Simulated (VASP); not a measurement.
Crystal: AlCu.

```
Al Cu
1.0
     2.95700    0.00000    0.00000
     0.00000    2.95700    0.00000
     0.00000    0.00000    2.95700
Al Cu
1 1
Direct
  0.00000 0.00000 0.00000
  0.50000 0.50000 0.50000
```

Base run:

```yaml
Program: VASP 6.6.1
Functional: PBEsol
Potentials_or_basis: VASP PAW PBE potentials, release 64 (Al, Cu_sv_GW)
Cutoff: 700 eV
k_mesh: 10 × 10 × 10
Occupations: methfessel-paxton, width 0.1 eV
Spin: no spin polarisation
```

Its results: band gap on the k mesh zero (band 11 reaches 13.38 eV, above the bottom of band 12 at 8.61 eV); pressure -1.5 GPa.

The run is repeated on the same cell with these changes: potentials or basis from VASP PAW PBE potentials, release 64 (Al, Cu_sv_GW) to VASP PAW PBE potentials, release 64 (Al, Cu); cutoff from 700 eV to 520 eV; further incar settings from ALGO = Normal; EDIFF = 1e-06; NBANDS = 18 to ALGO = Normal; EDIFF = 1e-06; NBANDS = 14; valence electrons from 22 to 14. What comes out?

Band gap on the k mesh zero (band 7 reaches 13.41 eV, above the bottom of band 8 at 8.62 eV); pressure 1.4 GPa.

Caveats: the PAW data sets were made with another functional, which shifts forces and pressure a little.
